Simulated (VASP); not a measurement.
# Ca (Im-3m) in VASP: settings compared

Aim: see how the results for Ca move with the level of theory and the settings. Levels: PBEsol, r2SCAN+rVV10. Tasks: single point.

Program: VASP 6.6.1. These are calculated values, not measurements. Logs are shortened: lines on timing, memory, paths and dates and some standing lists are left out, and cuts for length are marked.

### 1 The cell of the first run

Symmetry: Im-3m, No. 229, cubic system. Conventional cell: a = 4.480 Å, b = 4.480 Å, c = 4.480 Å, α = 90.00°, β = 90.00°, γ = 90.00°. Ca (site symmetry m-3m) has 14 Ca at 3.88 to 4.48 Å within 5.1 Å.

This isn't the form of Ca at room conditions, which is fcc.

### 2 Single point, PBEsol, non-collinear spin, zero start, spin-orbit coupling

Input file INCAR:

```
  ALGO = Normal
  EDIFF = 1E-6
  ENCUT = 500
  GGA = PS
  GGA_COMPAT = F
  ISIF = 2
  ISMEAR = -1
  LASPH = T
  LCHARG = T
  LORBIT = 11
  LORBMOM = T
  LREAL = F
  LSORBIT = T
  LVHAR = T
  LWAVE = F
  MAGMOM = 0 0 0
  NBANDS = 21
  NELM = 200
  PREC = Accurate
  SIGMA = 0.025
```

Input file KPOINTS:

```
k-points
0
Gamma
  8 8 8
```

Input file POSCAR:

```
Ca
1.0
   -2.2400000000      2.2400000000      2.2400000000
    2.2400000000     -2.2400000000      2.2400000000
    2.2400000000      2.2400000000     -2.2400000000
Ca
1
Direct
    0.0000000000      0.0000000000      0.0000000000
```

Potentials or basis: VASP PAW PBE potentials, release 64 (Ca_sv).

Started as:

```
> cat potpaw_PBE.64/Ca_sv/POTCAR > POTCAR
> mpirun -np 1 vasp_ncl > vasp.out
```

OUTCAR:

```text
EDIFF = 1E-6
   ENCUT = 500
   GGA = PS
   ISIF = 2
   ISMEAR = -1
   LASPH = T
   LORBIT = 11
   LREAL = F
   LSORBIT = T
   NELM = 200
   PREC = Accurate

 ion  position               nearest neighbor table
   1  0.000  0.000  0.000-

  LATTYP: Found a body centered cubic cell.
 ALAT       =     4.4800000000

  Lattice vectors:

 A1 = (  -2.2400000000,   2.2400000000,   2.2400000000)
 A2 = (   2.2400000000,  -2.2400000000,   2.2400000000)
 A3 = (   2.2400000000,   2.2400000000,  -2.2400000000)

Analysis of symmetry for initial positions (statically):
=====================================================================
 Subroutine PRICEL returns:
 Original cell was already a primitive cell.

 Routine SETGRP: Setting up the symmetry group for a
 body centered cubic supercell.

 Subroutine GETGRP returns: Found 48 space group operations
 (whereof 48 operations were pure point group operations)
 out of a pool of 48 trial point group operations.

The static configuration has the point symmetry O_h .

Analysis of symmetry for dynamics (positions and initial velocities):
=====================================================================
 Subroutine PRICEL returns:
 Original cell was already a primitive cell.

 Routine SETGRP: Setting up the symmetry group for a
 body centered cubic supercell.

 Subroutine GETGRP returns: Found 48 space group operations
 (whereof 48 operations were pure point group operations)
 out of a pool of 48 trial point group operations.

The dynamic configuration has the point symmetry O_h .

Analysis of structural, dynamic, and magnetic symmetry:
=====================================================================
 Subroutine PRICEL returns:
 Original cell was already a primitive cell.

 Routine SETGRP: Setting up the symmetry group for a
 body centered cubic supercell.

 Subroutine GETGRP returns: Found 48 space group operations
 (whereof 48 operations were pure point group operations)
 out of a pool of 48 trial point group operations.

The overall configuration has the point symmetry O_h .

 Subroutine INISYM returns: Found 48 space group operations
 (whereof 48 operations are pure point group operations),
 and found     1 'primitive' translations

----------------------------------------------------------------------------------------

                                     Primitive cell

  volume of cell :      44.9577

  direct lattice vectors                    reciprocal lattice vectors
    -2.240000000  2.240000000  2.240000000     0.000000000  0.223214286  0.223214286
     2.240000000 -2.240000000  2.240000000     0.223214286  0.000000000  0.223214286
     2.240000000  2.240000000 -2.240000000     0.223214286  0.223214286  0.000000000

  length of vectors
     3.879793809  3.879793809  3.879793809     0.315672670  0.315672670  0.315672670

  position of ions in fractional coordinates (direct lattice)
     0.000000000  0.000000000  0.000000000

  ion indices of the primitive-cell ions
   primitive index   ion index
                 1           1

----------------------------------------------------------------------------------------

 KPOINTS: k-points

Automatic generation of k-mesh.
 Grid dimensions read from file:
 generate k-points for:    8    8    8

 Generating k-lattice:

  Cartesian coordinates                     Fractional coordinates (reciprocal lattice)
     0.000000000  0.027901786  0.027901786     0.125000000  0.000000000  0.000000000
     0.027901786  0.000000000  0.027901786     0.000000000  0.125000000  0.000000000
     0.027901786  0.027901786  0.000000000     0.000000000  0.000000000  0.125000000

  Length of vectors
     0.039459084  0.039459084  0.039459084

  Shift w.r.t. Gamma in fractional coordinates (k-lattice)
     0.000000000  0.000000000  0.000000000

 Subroutine IBZKPT returns following result:
 ===========================================

 Found     29 irreducible k-points:

 Following reciprocal coordinates:
            Coordinates               Weight
  0.000000  0.000000  0.000000      1.000000
  0.125000  0.000000  0.000000     12.000000
  0.250000  0.000000  0.000000     12.000000
  0.375000  0.000000  0.000000     12.000000
  0.500000  0.000000  0.000000      6.000000
  0.125000  0.125000  0.000000     24.000000
[... 16 lines left out ...]
 -0.250000  0.250000  0.250000      6.000000
 -0.375000  0.375000  0.250000     24.000000
 [... further k-points ...]
   k-points           NKPTS =     29   k-points in BZ     NKDIM =     29   number of bands    NBANDS=     21
   number of dos      NEDOS =    301   number of ions     NIONS =      1
   total plane-waves  NPLWV =  21952
   dimension x,y,z NGX =    28 NGY =   28 NGZ =   28
   dimension x,y,z NGXF=    56 NGYF=   56 NGZF=   56
   ions per type =               1
   NGX,Y,Z   is equivalent  to a cutoff of  12.00, 12.00, 12.00 a.u.
   NGXF,Y,Z  is equivalent  to a cutoff of  24.00, 24.00, 24.00 a.u.
 SYSTEM =  unknown system
   PREC   = accura    normal or accurate (medium, high low for compatibility)
   ISTART =      0    job   : 0-new  1-cont  2-samecut
   ICHARG =      2    charge: 1-file 2-atom 10-const
   ISPIN  =      1    spin polarized calculation?
   LNONCOLLINEAR =      T non collinear calculations
   LSORBIT =      T    spin-orbit coupling
   LASPH  =      T    aspherical Exc in radial PAW
   ENCUT  =  500.0 eV  36.75 Ry    6.06 a.u.   7.07  7.07  7.07*2*pi/ulx,y,z
   NELM   =    200;   NELMIN=  2; NELMDL= -5     # of ELM steps
   EDIFF  = 0.1E-05   stopping-criterion for ELM
   LREAL  =      F    real-space projection
   EDIFFG = 0.1E-04   stopping-criterion for IOM
   NSW    =      0    number of steps for IOM
   IBRION =     -1    ionic relax: 0-MD 1-quasi-New 2-CG
   NFREE  =      0    steps in history (QN), initial steepest desc. (CG)
   ISIF   =      2    stress and relaxation
   ISYM   =      2    0-nonsym 1-usesym 2-fastsym
   POTIM  = 0.5000    time-step for ionic-motion
   TEBEG  =    0.0;   TEEND  =   0.0 temperature during run
   PSTRESS=    0.0 pullay stress
   NELECT =      10.0000    total number of electrons
   NUPDOWN=      -1.0000    fix difference up-down
   EMIN   =  10.00;   EMAX   =-10.00  energy-range for DOS
   EFERMI =   0.00;   METHOD = LEGACY
   ISMEAR =    -1;   SIGMA  =   0.03  broadening in eV -4-tet -1-fermi 0-gaus
   EFERMI_NEDOS =   21; number of points for ismear=-14 and -15
   IALGO  =     38    algorithm
   IMIX   =      4    mixing-type and parameters
     AMIX     =   0.40;   BMIX     =  1.00
     AMIX_MAG =   1.60;   BMIX_MAG =  1.00
  volume/ion in A,a.u.               =      44.96       303.39
  Fermi-wavevector in a.u.,A,eV,Ry     =   0.991913  1.874443 13.386649  0.983891
  Thomas-Fermi vector in A             =   2.123688
   LORBIT       =     11    0 simple, 1 ext, 2 COOP (PROOUT), +10 PAW based schemes
   GGA     = PS    functional components
   LHFCALC =     F    Hartree Fock is set to
   AEXX    =    0.0000 exact exchange contribution
   IVDW    =     0    specifies the selected vdW correction
   LEPSILON=     F    determine dielectric tensor
   LRPA    =     F    only Hartree local field effects (RPA)
  energy-cutoff  :      500.00
  volume of cell :       44.96
 maximum number of plane-waves:      2330
   NGX = 15   NGY = 15   NGZ = 15

 number of electron      10.0000000 magnetization       0.0000000      0.0000000      0.0000000

 number of electron       9.9999997 magnetization      -0.0000000      0.0000000     -0.0000000

 number of electron       9.9999997 magnetization       0.0000000     -0.0000000      0.0000000

 Free energy of the ion-electron system (eV)
  ---------------------------------------------------
  ext. energy  EPLUGINS =         0.00000000
  ---------------------------------------------------
  free energy    TOTEN  =        -2.09798141 eV

  energy without entropy =       -2.09419465  energy(sigma->0) =       -2.09608803

 E-fermi :   1.6760     XC(G=0):  -7.6121

 val. band max:        1.6478905403   @ k =   0.5000   0.5000   0.2500
 cond. band min:       1.6848677668   @ k =   0.5000   0.5000   0.2500
 fundamental gap:      0.0369772264
 Fermi energy:         1.6760163517

 k-point     1 :       0.0000    0.0000    0.0000
  band No.  band energies     occupation
      1     -40.3423      1.00000
      2     -40.3423      1.00000
      3     -21.5923      1.00000
      4     -21.5923      1.00000
      5     -21.2127      1.00000
      6     -21.2127      1.00000
[... 13 lines left out ...]
     20       4.8882      0.00000
     21      11.5949      0.00000

 k-point     2 :       0.1250    0.0000    0.0000
  band No.  band energies     occupation
      1     -40.3406      1.00000
      2     -40.3406      1.00000
      3     -21.5996      1.00000
      4     -21.5996      1.00000
      5     -21.2253      1.00000
      6     -21.2253      1.00000
[... 13 lines left out ...]
     20       4.8953      0.00000
     21      11.0438      0.00000

 k-point     3 :       0.2500    0.0000    0.0000
  band No.  band energies     occupation
      1     -40.3366      1.00000
      2     -40.3366      1.00000
      3     -21.6182      1.00000
      4     -21.6182      1.00000
      5     -21.2546      1.00000
      6     -21.2546      1.00000
[... 13 lines left out ...]
     20       4.9480      0.00000
     21       9.0772      0.00000
[... 457 lines left out ...]
 k-point    23 :      -0.2500    0.2500    0.2500
  band No.  band energies     occupation
      1     -40.3316      1.00000
      2     -40.3316      1.00000
      3     -21.6368      1.00000
      4     -21.6368      1.00000
      5     -21.2658      1.00000
      6     -21.2658      1.00000
[... 13 lines left out ...]
     20       5.0410      0.00000
     21       9.2727      0.00000

 k-point    24 :      -0.3750    0.3750    0.2500
  band No.  band energies     occupation
      1     -40.3281      1.00000
      2     -40.3281      1.00000
      3     -21.6514      1.00000
      4     -21.6514      1.00000
      5     -21.2865      1.00000
      6     -21.2865      1.00000
[... 13 lines left out ...]
     20       5.2621      0.00000
     21       7.5818      0.00000

 [... further k-points ...]

------------------------ aborting loop because EDIFF is reached ----------------------------------------

  FORCE on cell =-STRESS in cart. coord.  units (eV):
  Direction    XX          YY          ZZ          XY          YZ          ZX
  --------------------------------------------------------------------------------------
  -------------------------------------------------------------------------------------
  Total       -0.4306286     -0.4306286     -0.4306286     -0.0000000     -0.0000000      0.0000000
  in kB      -15.3465036    -15.3465036    -15.3465036     -0.0000000     -0.0000000      0.0000000
  external PRESSURE =     -15.3465036 kB  Pullay stress =       0.0000000 kB

 VOLUME and BASIS-vectors are now :
 -----------------------------------------------------------------------------
  energy-cutoff  :      500.00
  volume of cell :       44.96
      direct lattice vectors                 reciprocal lattice vectors
    -2.240000000  2.240000000  2.240000000     0.000000000  0.223214286  0.223214286
     2.240000000 -2.240000000  2.240000000     0.223214286  0.000000000  0.223214286
     2.240000000  2.240000000 -2.240000000     0.223214286  0.223214286  0.000000000

 POSITION                                       TOTAL-FORCE (eV/Angst)
 -----------------------------------------------------------------------------------
      0.00000      0.00000      0.00000        -0.000000      0.000000     -0.000000
 -----------------------------------------------------------------------------------
    total drift:                               -0.000000     -0.000000     -0.000000

  FREE ENERGIE OF THE ION-ELECTRON SYSTEM (eV)
  ---------------------------------------------------
  free  energy   TOTEN  =        -2.0979814069 eV

  energy  without entropy=       -2.0941946516  energy(sigma->0) =       -2.09608803

 orbital moment (x)

 # of ion     p       d       tot
 ----------------------------------------
  1        -0.000  -0.000  -0.000
 ----------------------------------------
           -0.000  -0.000  -0.000

 orbital moment (y)

 # of ion     p       d       tot
 ----------------------------------------
  1         0.000  -0.000  -0.000
 ----------------------------------------
            0.000  -0.000  -0.000

 orbital moment (z)

 # of ion     p       d       tot
 ----------------------------------------
  1         0.000   0.000   0.000
 ----------------------------------------
            0.000   0.000   0.000

 Spin-Orbit-Coupling matrix elements

 Ion:    1  E_soc:     -0.0059150
 l=   1
     0.0000000    -0.0009866    -0.0009866
    -0.0009866     0.0000000    -0.0009866
    -0.0009866    -0.0009866     0.0000000
 l=   2
     0.0000000     0.0000004     0.0000000     0.0000004     0.0000004
     0.0000004     0.0000000     0.0000003     0.0000004     0.0000001
     0.0000000     0.0000003     0.0000000     0.0000003     0.0000000
     0.0000004     0.0000004     0.0000003     0.0000000     0.0000001
     0.0000004     0.0000001     0.0000000     0.0000001     0.0000000
 l=   3
     0.0000000     0.0000000     0.0000000     0.0000000     0.0000000     0.0000000     0.0000000
     0.0000000     0.0000000     0.0000000     0.0000000     0.0000000     0.0000000     0.0000000
     0.0000000     0.0000000     0.0000000     0.0000000     0.0000000     0.0000000     0.0000000
     0.0000000     0.0000000     0.0000000     0.0000000     0.0000000     0.0000000     0.0000000
     0.0000000     0.0000000     0.0000000     0.0000000     0.0000000     0.0000000     0.0000000
     0.0000000     0.0000000     0.0000000     0.0000000     0.0000000     0.0000000     0.0000000
     0.0000000     0.0000000     0.0000000     0.0000000     0.0000000     0.0000000     0.0000000

 total charge

# of ion       s       p       d       tot
------------------------------------------
    1        2.083   5.828   0.148   8.059

 magnetization (x)

# of ion       s       p       d       tot
------------------------------------------
    1       -0.000   0.000   0.000   0.000

 magnetization (y)

# of ion       s       p       d       tot
------------------------------------------
    1       -0.000   0.000   0.000  -0.000

 magnetization (z)

# of ion       s       p       d       tot
------------------------------------------
    1        0.000   0.000   0.000   0.000
```

It took 24 s on 1 thread of Intel Xeon 6975P-C (Granite Rapids), shared host; peak memory 0.25 GiB.

What came out:

| Quantity | Value |
| --- | --- |
| Free energy | -2.0980 eV |
| Pressure | -1.5 GPa |
| Net moment | 0.00 μB per cell |
| Valence electrons inside the program's atomic spheres | Ca 8.06 |

Moments on the atoms (μB; x, y, z):
```
Ca  0.00 0.00 0.00
```

Caveat: the PAW data sets were made with another functional, which shifts forces and pressure a little.

### 3 Single point, r2SCAN+rVV10 (46.76 Å³/atom)

This run uses another cell than the first one, of 46.76 Å³/atom.

Input file POSCAR:

```
Ca
1.0
   -2.2694770650      2.2694770650      2.2694770650
    2.2694770650     -2.2694770650      2.2694770650
    2.2694770650      2.2694770650     -2.2694770650
Ca
1
Direct
    0.0000000000      0.0000000000      0.0000000000
```

Input file INCAR.step1:

```
PREC = Accurate ; ENCUT = 550
ISMEAR = -5 ; SIGMA = 0.05
LREAL = False ; LASPH = True
NELM = 120 ; NBANDS = 11
GGA = PE ; ALGO = Normal
EDIFF = 1E-5 ; LWAVE = True
LCHARG = False ; GGA_COMPAT = False
```

Input file INCAR.step2:

```
PREC = Accurate ; ENCUT = 550
EDIFF = 1E-6 ; ISMEAR = -5
SIGMA = 0.05 ; LREAL = False
LASPH = True ; NELM = 120
ALGO = Normal ; ISIF = 2
LWAVE = False ; LCHARG = True
METAGGA = R2SCAN ; LMIXTAU = True
LUSE_VDW = True ; IVDW_NL = 2
BPARAM = 11.95 ; CPARAM = 0.0093
LELF = True ; LVHAR = True
NBANDS = 11 ; ISTART = 1
GGA_COMPAT = False
```

Input file KPOINTS:

```
Automatic mesh
0
Gamma
  8 8 8
```

Potentials or basis: VASP PAW PBE potentials, release 64 (Ca_sv).

Started as:

```
> cat potpaw_PBE.64/Ca_sv/POTCAR > POTCAR
> cp INCAR.step1 INCAR
> mpirun -np 1 vasp_std > vasp.out
> cp INCAR.step2 INCAR
> mpirun -np 1 vasp_std > vasp.out
```

Wall time 77 s (1 thread of Intel Xeon Platinum 8488C (Sapphire Rapids), shared host); peak memory 0.28 GiB.

It converged, with:

| Item | Value |
| --- | --- |
| Free energy | -6.7121 eV |
| Pressure | -1.5 GPa |
| Band gap on the k mesh | zero (bands 5 and 6 overlap by 0.60 eV) |

Levels at points of the mesh, in eV from the Fermi level:
```
           k point  band 3  band 4  band 5  band 6  band 7  band 8
(0.00, 0.00, 0.00)  -24.09  -24.09   -4.17    2.52    2.52    2.52
(0.50, 0.00, 0.00)  -24.12  -24.09   -0.83   -0.24    1.56    3.41
(0.50, 0.50, 0.50)  -24.16  -24.16    0.23    0.23    3.74    3.74
```

Caveat: the PAW data sets were made with another functional, which shifts forces and pressure a little; tetrahedron occupations give inexact forces and stress in metals.
